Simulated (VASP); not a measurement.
# AlAs in VASP: a series of runs, part 2 of 2

VASP 6.6.1. Earlier steps stand in the parts before.

### 3 Single point, PBE

INCAR reads:

```
PREC     = Accurate       # precision mode
ENCUT    = 400            # plane-wave cutoff, eV
EDIFF    = 1E-6           # SCF threshold, eV
ISMEAR   = 0              # smearing method
SIGMA    = 0.05           # smearing width, eV
LREAL    = F              # projectors in reciprocal space
LASPH    = T              # aspherical terms in the spheres
NELM     = 120            # most SCF steps
ALGO     = Normal         # electronic algorithm
ISIF     = 2              # what is computed and relaxed
LWAVE    = F              # write WAVECAR
LCHARG   = T              # write CHGCAR
LDIPOL   = T            
IDIPOL   = 3            
DIPOL    = 0.5 0.5 0.500
GGA      = PE             # functional
LELF     = T              # ELF
LVHAR    = T            
LVACPOTAV= T            
NBANDS   = 26             # bands
GGA_COMPAT= F            
NELMDL   = -8
```

KPOINTS reads:

```
regular mesh
0
Gamma
  9 9 1
```

POSCAR reads:

```
AlAs
1.0
    4.0500342343      0.0000000000      0.0000000000
   -2.0250171172      3.5074325331      0.0000000000
    0.0000000000      0.0000000000     25.7472270912
As Al
4 4
Direct
    0.0000000000      0.0000000000      0.2921573952
    0.3333333333      0.6666666667      0.4207356528
    0.6666666667      0.3333333333      0.5495863250
    0.0000000000      0.0000000000      0.6796786790
    0.3333333333      0.6666666667      0.3203386704
    0.6666666667      0.3333333333      0.4503400678
    0.0000000000      0.0000000000      0.5795294835
    0.3333333333      0.6666666667      0.7076337264
```

Potentials or basis: VASP PAW PBE potentials, release 64 (As, Al).

Run with:

```console
$ cat potpaw_PBE.64/As/POTCAR potpaw_PBE.64/Al/POTCAR > POTCAR
$ mpirun -np 1 vasp_std > vasp.out
```

OUTCAR:

```text
PREC = Accurate
   ENCUT = 400
   EDIFF = 1E-6
   ISMEAR = 0
   LREAL = F
   LASPH = T
   NELM = 120
   ISIF = 2
   GGA = PE
   NELMDL = -8

 ion  position               nearest neighbor table
   1  0.000  0.000  0.292-   5 2.45   5 2.45   5 2.45
   2  0.333  0.667  0.421-   6 2.46   6 2.46   6 2.46   5 2.58
   3  0.667  0.333  0.550-   7 2.46   7 2.46   7 2.46   6 2.56
   4  0.000  0.000  0.680-   8 2.45   8 2.45   8 2.45   7 2.58
   5  0.333  0.667  0.320-   1 2.45   1 2.45   1 2.45   2 2.58
   6  0.667  0.333  0.450-   2 2.46   2 2.46   2 2.46   3 2.56
   7  0.000  0.000  0.580-   3 2.46   3 2.46   3 2.46   4 2.58
   8  0.333  0.667  0.708-   4 2.45   4 2.45   4 2.45

  LATTYP: Found a hexagonal cell.
 ALAT       =     4.0500342343
 C/A-ratio  =     6.3572862849

  Lattice vectors:

 A1 = (   4.0500342343,   0.0000000000,   0.0000000000)
 A2 = (  -2.0250171172,   3.5074325331,   0.0000000000)
 A3 = (   0.0000000000,   0.0000000000,  25.7472270912)

Analysis of symmetry for initial positions (statically):
[... 183 lines left out ...]

 k-point     1 :       0.0000    0.0000    0.0000
  band No.  band energies     occupation
      1     -12.8136      2.00000
      2     -12.0959      2.00000
      3     -11.4052      2.00000
      4     -10.4383      2.00000
      5      -5.8422      2.00000
      6      -4.4132      2.00000
[... 337 lines left out ...]
     25       5.2061      0.00000
     26       5.5656      0.00000

------------------------ aborting loop because EDIFF is reached ----------------------------------------

  FORCE on cell =-STRESS in cart. coord.  units (eV):
  Direction    XX          YY          ZZ          XY          YZ          ZX
  --------------------------------------------------------------------------------------
  -------------------------------------------------------------------------------------
  Total        0.6192291      0.6192291      0.0967529     -0.0000000      0.0000000     -0.0000000
  in kB        2.7125856      2.7125856      0.4238341     -0.0000000      0.0000000     -0.0000000
  external PRESSURE =       1.9496685 kB  Pullay stress =       0.0000000 kB

 VOLUME and BASIS-vectors are now :
 -----------------------------------------------------------------------------
  energy-cutoff  :      400.00
  volume of cell :      365.75
      direct lattice vectors                 reciprocal lattice vectors
     4.050034234  0.000000000  0.000000000     0.246911493  0.142554417  0.000000000
    -2.025017117  3.507432533  0.000000000     0.000000000  0.285108834  0.000000000
     0.000000000  0.000000000 25.747227091     0.000000000  0.000000000  0.038839134

 POSITION                                       TOTAL-FORCE (eV/Angst)
 -----------------------------------------------------------------------------------
      0.00000      0.00000      7.52224        -0.000000      0.000000     -0.012167
     -0.00000      2.33829     10.83278         0.000000     -0.000000     -0.008990
      2.02502      1.16914     14.15032         0.000000     -0.000000     -0.005512
      0.00000      0.00000     17.49984         0.000000      0.000000     -0.003583
     -0.00000      2.33829      8.24783        -0.000000      0.000000      0.005114
      2.02502      1.16914     11.59501         0.000000     -0.000000      0.004473
      0.00000      0.00000     14.92128         0.000000      0.000000      0.008555
     -0.00000      2.33829     18.21961        -0.000000      0.000000      0.012109
 -----------------------------------------------------------------------------------
    total drift:                               -0.000001      0.000000     -0.000132

  FREE ENERGIE OF THE ION-ELECTRON SYSTEM (eV)
  ---------------------------------------------------
  free  energy   TOTEN  =       -35.0869005729 eV

  energy  without entropy=      -35.0764419160  energy(sigma->0) =      -35.08167124

 vacuum level on the upper side and lower side of the slab         3.349         5.732
```

OSZICAR:

```text
N       E                     dE             d eps       ncg     rms          rms(c)
DAV:   1     0.127116163001E+03    0.12712E+03   -0.88678E+03   624   0.737E+02
DAV:   2    -0.219170877145E+02   -0.14903E+03   -0.13950E+03   882   0.141E+02
DAV:   3    -0.366553328469E+02   -0.14738E+02   -0.14565E+02   786   0.465E+01
[... 23 lines left out ...]
DAV:  27    -0.350868737222E+02   -0.21874E-04   -0.11545E-06   630   0.663E-03    0.119E-02
DAV:  28    -0.350868856818E+02   -0.11960E-04   -0.65172E-07   590   0.357E-03    0.537E-03
DAV:  29    -0.350868940007E+02   -0.83188E-05   -0.28290E-07   576   0.163E-03    0.213E-03
DAV:  30    -0.350868997250E+02   -0.57244E-05   -0.34848E-07   552   0.154E-03    0.473E-04
DAV:  31    -0.350869005729E+02   -0.84792E-06   -0.42174E-08   530   0.742E-04
   1 F= -.35086901E+02 E0= -.35081671E+02  d E =-.104587E-01
```

It took 5.7 min on 1 thread of Intel Xeon 8259CL, shared host; peak memory 0.37 GiB.

Results:

```yaml
Free_energy: -35.0869 eV
Largest_force: 0.012 eV/Å
Band_gap_on_the_k_mesh: zero (bands 16 and 17 overlap by 0.03 eV)
```

Forces in eV/Å, atoms in the order of the input:
```
As   0.000  0.000 -0.012
As   0.000  0.000 -0.009
As   0.000  0.000 -0.006
As   0.000  0.000 -0.004
Al   0.000  0.000  0.005
Al   0.000  0.000  0.004
Al   0.000  0.000  0.009
Al   0.000  0.000  0.012
```

Levels at points of the mesh, in eV from the Fermi level:
| k point | band 14 | band 15 | band 16 | band 17 | band 18 | band 19 |
| --- | --- | --- | --- | --- | --- | --- |
| (0.00, 0.00, 0.00) | -0.68 | 0.03 | 0.03 | 0.30 | 0.88 | 1.57 |

### 4 Relaxation of the atoms, PBE

INCAR reads:

```
SYSTEM = AlAs
PREC = Accurate ; ENCUT = 450
EDIFF = 1E-7 ; ISMEAR = 0
SIGMA = 0.05 ; LREAL = .FALSE.
LASPH = .TRUE. ; NELM = 120
ALGO = Normal ; ISIF = 2
LWAVE = .FALSE. ; LCHARG = .FALSE.
LDIPOL = .TRUE. ; IDIPOL = 3
DIPOL = 0.5 0.5 0.500 ; GGA = PE
IBRION = 2 ; NSW = 80
EDIFFG = -0.02 ; GGA_COMPAT = .FALSE.
NELMIN = 4 ; NELMDL = -8
```

KPOINTS reads:

```
regular mesh
0
G
  9 9 1
  0 0 0
```

POSCAR reads:

```
AlAs
1.0
    4.0500342343      0.0000000000      0.0000000000
   -2.0250171172      3.5074325331      0.0000000000
    0.0000000000      0.0000000000     25.7472270912
As Al
4 4
Direct
    0.0000000000      0.0000000000      0.2912935041
    0.3333333333      0.6666666667      0.4197282708
    0.6666666667      0.3333333333      0.5481630375
    0.0000000000      0.0000000000      0.6765978042
    0.3333333333      0.6666666667      0.3234021958
    0.6666666667      0.3333333333      0.4518369625
    0.0000000000      0.0000000000      0.5802717292
    0.3333333333      0.6666666667      0.7087064959
```

Run with:

```console
$ cat potpaw_PBE.64/As/POTCAR potpaw_PBE.64/Al/POTCAR > POTCAR
$ mpirun -np 1 vasp_std > vasp.out
```

It took 28 min on 1 thread of Intel Xeon 8259CL, shared host; peak memory 0.42 GiB.

Results (log left out):

| Quantity | Value |
| --- | --- |
| Free energy | -35.0881 eV |
| Energy gained by relaxing | 9.0 meV/atom |
| Ionic steps | 11 |
| Largest force after relaxing | 0.017 eV/Å |
| Band gap on the k mesh | zero (bands 16 and 17 overlap by 0.04 eV) |

Forces in eV/Å, atoms in the order of the input:
```
As   0.000  0.000 -0.005
As   0.000  0.000  0.010
As   0.000  0.000 -0.015
As   0.000  0.000  0.014
Al   0.000  0.000 -0.017
Al   0.000  0.000 -0.006
Al   0.000  0.000  0.005
Al   0.000  0.000  0.015
```

Step by step:
| step | energy change (eV) | largest force (eV/Å) | pressure (GPa) |
| --- | --- | --- | --- |
| 1 | 0.0000 | 0.6537 | 0.08 |
| 2 | -0.0533 | 0.3054 | 0.11 |
| 3 | -0.0647 | 0.1567 | 0.16 |
| 4 | -0.0681 | 0.1198 | 0.18 |
| 5 | -0.0703 | 0.0957 | 0.21 |
| 6 | -0.0716 | 0.0527 | 0.22 |
| 7 | -0.0719 | 0.0344 | 0.23 |
| 8 | -0.0719 | 0.0359 | 0.23 |
| 9 | -0.0721 | 0.0258 | 0.22 |
| 10 | -0.0722 | 0.0235 | 0.21 |
| 11 | -0.0722 | 0.0171 | 0.21 |

Final structure:
```
CELL_PARAMETERS angstrom
4.05003 0.00000 0.00000
-2.02502 3.50743 0.00000
0.00000 0.00000 25.74723
ATOMIC_POSITIONS crystal
As 0.00000 0.00000 0.29221
As 0.33333 0.66667 0.42079
As 0.66667 0.33333 0.54963
As 0.00000 0.00000 0.67944
Al 0.33333 0.66667 0.32058
Al 0.66667 0.33333 0.45046
Al 0.00000 0.00000 0.57948
Al 0.33333 0.66667 0.70741
```

Levels at points of the mesh, in eV from the Fermi level:
```csv
k point,band 12,band 13,band 14,band 15,band 16,band 17,band 18,band 19,band 20,band 21
"(0.00, 0.00, 0.00)",-0.80,-0.80,-0.67,0.04,0.04,0.30,0.87,1.56,2.05,2.58
```

### 5 Relaxation of the atoms, PBE

This run uses another cell than the first one: it holds 16 atoms, not 8.

INCAR reads:

```
PREC = Accurate
ENCUT = 520
EDIFF = 1E-6
ISMEAR = 0
SIGMA = 0.05
LREAL = Auto
LASPH = True
NELM = 60
ALGO = Normal
ISIF = 2
LWAVE = False
LCHARG = False
LDIPOL = True
IDIPOL = 3
DIPOL = 0.5 0.5 0.500
GGA = PE
IBRION = 2
NSW = 90
EDIFFG = -0.03
```

KPOINTS reads:

```
Automatic mesh
0
Gamma
  2 2 1
```

POSCAR reads:

```
AlAs
1.0
    8.1000684671      0.0000000000      0.0000000000
   -4.0500342335      7.0148650649      0.0000000000
    0.0000000000      0.0000000000     20.1335488804
As Al
8 8
Selective dynamics
Direct
    0.5000000000      0.0000000000      0.3973467394  F F F
    0.5000000000      0.5000000000      0.3973467394  F F F
    0.0000000000      0.0000000000      0.3973467394  F F F
    0.0000000000      0.5000000000      0.3973467394  F F F
    0.6666666667      0.8333333333      0.5615919564  T T T
    0.6666666667      0.3333333333      0.5615919564  T T T
    0.1666666667      0.8333333333      0.5615919564  T T T
    0.1666666667      0.3333333333      0.5615919564  T T T
    0.1666666667      0.8333333333      0.4384080436  F F F
    0.1666666667      0.3333333333      0.4384080436  F F F
    0.6666666667      0.8333333333      0.4384080436  F F F
    0.6666666667      0.3333333333      0.4384080436  F F F
    0.3333333333      0.6666666667      0.6026532606  T T T
    0.3333333333      0.1666666667      0.6026532606  T T T
    0.8333333333      0.6666666667      0.6026532606  T T T
    0.8333333333      0.1666666667      0.6026532606  T T T
```

Run with:

```console
$ cat potpaw_PBE.64/As/POTCAR potpaw_PBE.64/Al/POTCAR > POTCAR
$ mpirun -np 1 vasp_std > vasp.out
```

Run time: 11 min. Hardware: 1 thread of Intel Xeon Platinum 8375C at 2.90GHz (Ice Lake), shared host; peak memory 1.1 GiB.

It converged, with:

| Property | Result |
| --- | --- |
| Free energy | -67.3789 eV |
| Energy gained by relaxing | 38.0 meV/atom |
| Ionic steps | 4 |
| Band gap on the k mesh | 0.31 eV |

The path:
```csv
step,energy change (eV),largest force on free atoms (eV/Å),pressure (GPa)
1,0.0000,1.4071,-0.10
2,-0.3692,0.8003,-0.05
3,-0.6074,0.0364,0.05
4,-0.6077,0.0296,0.05
```

Final structure:
```
As Al
1.0
     8.10007    0.00000    0.00000
    -4.05003    7.01487    0.00000
     0.00000    0.00000   20.13355
As Al
8 8
Direct
  0.50000 0.00000 0.39735
  0.50000 0.50000 0.39735
  0.00000 0.00000 0.39735
  0.00000 0.50000 0.39735
  0.66667 0.83333 0.57159
  0.66667 0.33333 0.57159
  0.16667 0.83333 0.57159
  0.16667 0.33333 0.57159
  0.16667 0.83333 0.43841
  0.16667 0.33333 0.43841
  0.66667 0.83333 0.43841
  0.66667 0.33333 0.43841
  0.33333 0.66667 0.59768
  0.33333 0.16667 0.59768
  0.83333 0.66667 0.59768
  0.83333 0.16667 0.59768
```

Levels at points of the mesh, in eV from the valence-band top:
| k point | band 29 | band 30 | band 31 | band 32 | band 33 | band 34 | band 35 | band 36 |
| --- | --- | --- | --- | --- | --- | --- | --- | --- |
| (0.00, 0.00, 0.00) | -0.99 | -0.99 | 0.00 | 0.00 | 0.31 | 0.54 | 0.54 | 0.54 |
| (0.50, 0.00, 0.00) | -0.64 | -0.64 | -0.42 | -0.42 | 0.32 | 0.32 | 0.71 | 0.71 |

Caveat: the k points lie up to 0.45 Å⁻¹ apart.

### 6 The runs side by side

```tsv
task	cell	k mesh	cutoff (eV)	atoms held fixed (from 0)	gap on the mesh (eV)	largest force (eV/Å)
single point	a = 4.050, b = 4.050, c = 25.747 Å, angles 90.0, 90.0, 120.0°, 8 atoms, atomic positions A	9 × 9 × 1	400	-	none	0.65
single point	a = 4.050, b = 4.050, c = 25.747 Å, angles 90.0, 90.0, 120.0°, 8 atoms, atomic positions B	9 × 9 × 1	400	-	none	0.01
relaxation of the atoms	atoms relaxed from a = 4.050, b = 4.050, c = 25.747 Å, angles 90.0, 90.0, 120.0°, 8 atoms, atomic positions A	9 × 9 × 1	450	-	none	0.02
relaxation of the atoms	atoms relaxed from a = 8.100, b = 8.100, c = 20.134 Å, angles 90.0, 90.0, 120.0°, 16 atoms, atomic positions C	2 × 2 × 1	520	[0, 1, 2, 3, 8, 9, 10, 11]	0.31	-
```

Alike in all rows: level PBE; potentials or basis VASP PAW PBE potentials, release 64 (As, Al); no spin polarisation; smearing gaussian 0.05 eV.

Caveats: some runs use coarse meshes.

Total energies depend on the potentials used, so only differences within one code and one set of settings carry meaning.
